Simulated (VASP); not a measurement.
# LaNb2N2 (I4/mmm) in VASP: a series of runs, part 2 of 2

VASP 6.6.1. The steps go on from the part before.

### 4 Single point, PBE, collinear spin, zero start

This run uses another cell than the first one, of 17.28 Å³/atom.

INCAR reads:

```
SYSTEM = LaNb2N2
ALGO = Normal ; EDIFF = 1E-7
ENCUT = 520 ; GGA = PE
ISIF = 2 ; ISMEAR = 0
ISPIN = 2 ; LASPH = .TRUE.
LCHARG = .TRUE. ; LELF = .TRUE.
LMAXMIX = 6 ; LORBIT = 11
LREAL = .FALSE. ; LVHAR = .TRUE.
LWAVE = .FALSE. ; MAGMOM = 0 0 0 0 0
NBANDS = 36 ; NELM = 150
PREC = Accurate ; SIGMA = 0.1
```

KPOINTS reads:

```
k-points
0
G
  6 6 6
  0 0 0
```

POSCAR reads:

```
LaNb2N2
1.0
   -1.9008466300      1.9008466300      5.9767711200
    1.9008466300     -1.9008466300      5.9767711200
    1.9008466300      1.9008466300     -5.9767711200
La Nb N
1 2 2
Direct
    0.0000000000      0.0000000000      0.0000000000
    0.3443000000      0.3443000000      0.0000000000
    0.6557000000      0.6557000000      0.0000000000
    0.1411000000      0.1411000000      0.0000000000
    0.8589000000      0.8589000000      0.0000000000
```

On the command line:

```bash
$ cat potpaw_PBE.64/La/POTCAR potpaw_PBE.64/Nb_sv/POTCAR potpaw_PBE.64/N/POTCAR > POTCAR
$ mpirun -np 1 vasp_std > vasp.out
```

It took 7.8 min on 1 thread of AMD EPYC 9R45 (Zen 5), shared host; peak memory 0.52 GiB.

Results (log left out):

```yaml
Free_energy: -32.8596 eV
Pressure: 11.0 GPa
Largest_force: 12.764 eV/Å
Net_moment: 0.00 μB per cell
Valence_electrons_inside_the_program's_atomic_spheres: La 10.90; Nb 10.44; N 3.83
```

Forces on the atoms (eV/Å):
```
La    0.000   0.000   0.000
Nb    0.000   0.000  -1.879
Nb    0.000   0.000   1.879
N     0.000   0.000  12.764
N     0.000   0.000 -12.764
```

Stress tensor (GPa, compression positive):
```
-19.57   0.00   0.00
  0.00 -19.57   0.00
  0.00   0.00  72.19
```

Levels at points of the mesh, in eV from the Fermi level:
Spin up:
```csv
k point,band 20,band 21,band 22,band 23,band 24,band 25,band 26,band 27,band 28,band 29
"(0.00, 0.00, 0.00)",-2.25,-1.94,-0.93,-0.45,-0.45,-0.31,-0.29,-0.27,0.61,0.87
"(0.50, 0.00, 0.00)",-1.76,-0.59,-0.55,-0.14,0.31,0.36,0.55,1.34,1.54,2.03
"(0.50, 0.50, 0.00)",-1.78,-1.62,-0.82,0.17,0.63,0.73,1.09,1.23,1.27,1.42
"(0.50, 0.50, 0.50)",-2.77,-2.24,-1.19,-1.06,-0.17,-0.17,-0.13,0.40,0.48,1.41
```
Spin down:
| k point | band 22 | band 23 | band 24 | band 25 | band 26 | band 27 |
| --- | --- | --- | --- | --- | --- | --- |
| (0.00, 0.00, 0.00) | -0.93 | -0.45 | -0.45 | -0.31 | -0.29 | -0.27 |
| (0.50, 0.00, 0.00) | -0.55 | -0.14 | 0.31 | 0.36 | 0.55 | 1.34 |
| (0.50, 0.50, 0.00) | -0.82 | 0.17 | 0.63 | 0.73 | 1.09 | 1.23 |
| (0.50, 0.50, 0.50) | -1.19 | -1.06 | -0.17 | -0.17 | -0.13 | 0.40 |

Caveat: the cell stands under pressure; spin-orbit coupling is left out, which moves the levels of the heavy elements; forces of over 1 eV/Å act on the atoms, so gaps and moduli don't describe the material at rest.

### 5 Relaxation of cell and atoms, PBE

This run uses another cell than the first one, of 17.28 Å³/atom.

INCAR reads:

```
SYSTEM = LaNb2N2
ALGO = Normal
EDIFF = 1E-6
EDIFFG = -0.04
ENCUT = 600
GGA = PE
IBRION = 2
ISIF = 3
ISMEAR = 0
LASPH = .TRUE.
LCHARG = .FALSE.
LREAL = .FALSE.
LWAVE = .FALSE.
NELM = 100
NSW = 90
PREC = Accurate
SIGMA = 0.1
```

KPOINTS is that of step 4.

POSCAR is that of step 4.

On the command line:

```bash
$ cat potpaw_PBE.64/La/POTCAR potpaw_PBE.64/Nb_sv/POTCAR potpaw_PBE.64/N/POTCAR > POTCAR
$ mpirun -np 1 vasp_std > vasp.out
```

It took 49 min on 1 thread of AMD EPYC 9R45 (Zen 5), shared host; peak memory 0.52 GiB.

The run converged. Its results:

```yaml
Free_energy: -46.1128 eV
Relaxed_volume: 14.82 Å³/atom
Relaxed_cell: a = 7.979 Å, b = 7.979 Å, c = 7.979 Å, α = 157.54°, β = 157.54°, γ = 31.98°
Space_group_after_relaxing_to_0.1_Å: I4/mmm (No. 139)
Energy_gained_by_relaxing: 2649.7 meV/atom
Ionic_steps: 20
Pressure_after_relaxing: 0.0 GPa
Largest_force_after_relaxing: 0.039 eV/Å
Band_gap_on_the_k_mesh: zero (an odd number of electrons rules out a gap without spin polarisation)
```

Forces in eV/Å, atoms in the order of the input:
```
La   0.000  0.000  0.000
Nb   0.000  0.000 -0.023
Nb   0.000  0.000  0.023
N    0.000  0.000  0.039
N    0.000  0.000 -0.039
```

Stress tensor (GPa, compression positive):
```
 0.01  0.00  0.00
 0.00  0.01  0.00
 0.00  0.00 -0.12
```

Step by step:
```tsv
step	energy change (eV)	largest force (eV/Å)	pressure (GPa)	volume (Å³)
1	0.0000	12.7614	10.99	86.38
2	-9.4763	2.8930	-29.27	95.82
3	-9.3608	2.7697	-28.24	94.40
4	-9.5360	2.7808	70.97	59.71
5	-12.5223	1.1087	-1.52	73.64
6	-12.5283	1.1494	-0.04	73.12
7	-12.5286	1.1798	1.19	72.73
8	-12.6728	0.6280	1.92	73.04
9	-12.7357	0.4896	2.58	73.36
10	-12.8517	1.0238	3.19	73.95
11	-12.9692	1.0224	0.99	74.64
12	-13.1479	0.1762	-5.08	76.73
13	-13.1969	0.2234	-2.62	75.55
14	-13.2074	0.5096	-0.81	74.78
15	-13.2204	0.3888	-0.49	74.57
16	-13.2420	0.0440	0.55	73.92
17	-13.2436	0.0758	0.92	73.70
18	-13.2469	0.0981	-0.23	74.13
19	-13.2471	0.1033	-0.45	74.22
20	-13.2483	0.0395	-0.03	74.10
```

Final structure:
```cif
data_structure
_symmetry_space_group_name_H-M 'P 1'
_symmetry_Int_Tables_number 1
_cell_length_a 7.9786
_cell_length_b 7.9786
_cell_length_c 7.9786
_cell_angle_alpha 157.536
_cell_angle_beta 157.536
_cell_angle_gamma 31.979
_cell_volume 74.10
loop_
_atom_site_label
_atom_site_type_symbol
_atom_site_fract_x
_atom_site_fract_y
_atom_site_fract_z
_atom_site_occupancy
La1 La 0.00000 0.00000 0.00000 1
Nb1 Nb 0.31602 0.31602 0.00000 1
Nb2 Nb 0.68398 0.68398 0.00000 1
N1 N 0.17048 0.17048 0.00000 1
N2 N 0.82952 0.82952 0.00000 1
```

Levels at points of the mesh, in eV from the Fermi level:
```
           k point  band 20  band 21  band 22  band 23  band 24  band 25  band 26  band 27
(0.00, 0.00, 0.00)    -3.19    -3.19    -2.33    -2.19    -0.68    -0.68    -0.65     0.54
(0.50, 0.00, 0.00)    -5.23    -1.97     0.11     0.25     1.11     1.16     1.43     1.71
(0.50, 0.50, 0.00)    -3.98    -3.71    -3.29    -2.79     0.46     1.03     1.90     1.95
(0.50, 0.50, 0.50)    -3.16    -3.16    -2.21    -1.55    -0.80    -0.57    -0.57     0.03
```

Caveat: a cell axis changed by over 15 % at a fixed basis, so the end point is rough; spin-orbit coupling is left out, which moves the levels of the heavy elements.

### 6 Summary

```tsv
task	spin	cell	cutoff (eV)	gap on the mesh (eV)	pressure (GPa)	largest force (eV/Å)
single point	off	a = 8.025 Å, angles 157.7, 157.7, 31.7°, 5 atoms, atomic positions A	520	none	0.1	0.02
single point	off	a = 6.553 Å, angles 146.3, 146.3, 48.4°, 5 atoms, atomic positions B	520	none	11.0	12.76
single point	collinear, zero start	a = 6.553 Å, angles 146.3, 146.3, 48.4°, 5 atoms, atomic positions B	520	none	11.0	12.76
relaxation of cell and atoms	off	relaxed from a = 6.553 Å, angles 146.3, 146.3, 48.4°, 5 atoms, atomic positions B	600	none	0.0	0.04
```

Alike in all rows: level PBE; potentials or basis VASP PAW PBE potentials, release 64 (La, Nb_sv, N); k mesh 6 × 6 × 6; smearing gaussian 0.1 eV.

Caveats: spin-orbit coupling is left out, which moves the levels of the heavy elements; the cell stands under pressure (at least some runs); forces of over 1 eV/Å act on the atoms, so gaps and moduli don't describe the material at rest (at least some runs); a cell axis changed by over 15 % at a fixed basis, so the end point is rough (at least some runs).

Total energies depend on the potentials used, so only differences within one code and one set of settings carry meaning.
